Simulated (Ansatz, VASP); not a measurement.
**Two plane-wave programs on CuO**

```
CELL_PARAMETERS angstrom
1.95032 -2.10959 0.00000
1.95032 2.10959 0.00000
0.00000 0.00000 5.05068
ATOMIC_POSITIONS crystal
Cu 0.50000 0.00000 0.00000
Cu 0.00000 0.50000 0.50000
O 0.50000 0.50000 0.25000
O 0.50000 0.50000 0.75000
```

Alike in both runs: task single point; functional LDA; k mesh 9 × 9 × 5; occupations fermi-dirac, width 0.05 eV; no spin polarisation.

|  | VASP | Ansatz |
| --- | --- | --- |
| version | VASP 6.6.1 | Ansatz 0.2.0 |
| potentials or method | VASP PAW LDA potentials, release 64 (Cu, O) | Ansatz PAW |
| plane-wave cutoff (eV) | 520 | 420 |
| valence electrons in the cell | 34 | 50 |

Ansatz gave:

- gap on the k mesh at the Fermi level (eV): none
- pressure (GPa): -2.4
- traceless stress, the component that is largest in VASP (GPa): -0.66

What did VASP give for the same quantities?

gap on the k mesh at the Fermi level (eV): none; pressure (GPa): -1.4; traceless stress, the component that is largest in VASP (GPa): -0.72.

LDA's correlation is that of Perdew and Zunger in VASP and of Perdew and Wang (1992) in Ansatz. A gap of «none» marks a metal or a gap that the smearing closes. VASP's potentials hold 34 valence electrons a cell and Ansatz's 50, so a difference there can come from the potentials and not from the codes.
